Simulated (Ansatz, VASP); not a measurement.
**Lu: VASP beside Ansatz**

```
Lu
1.0
     0.00000    3.04673    3.04673
     3.04673    0.00000    3.04673
     3.04673    3.04673    0.00000
Lu
2
Direct
  0.87500 0.87500 0.87500
  0.12500 0.12500 0.12500
```

Change from the starting cell: volume scaled by 0.7, LAPW.

Alike in both runs: task single point; functional LDA; k mesh 12 × 12 × 12; occupations fermi-dirac, width 0.05 eV; no spin polarisation.

|  | VASP | Ansatz |
| --- | --- | --- |
| version | VASP 6.6.1 | Ansatz 0.2.0 |
| potentials or method | VASP PAW PBE potentials, release 64 (Lu), cutoff 520 eV | all-electron LAPW, scalar-relativistic |

|  | VASP | Ansatz | Ansatz less VASP |
| --- | --- | --- | --- |
| pressure (GPa) | 6.9 | 6.3 | -0.56 |

VASP's potentials were made for PBE, not for LDA. LDA's correlation is that of Perdew and Zunger in VASP and of Perdew and Wang (1992) in Ansatz. Ansatz ran all-electron here, and VASP with PAW potentials.

Neither program's run includes spin-orbit coupling.
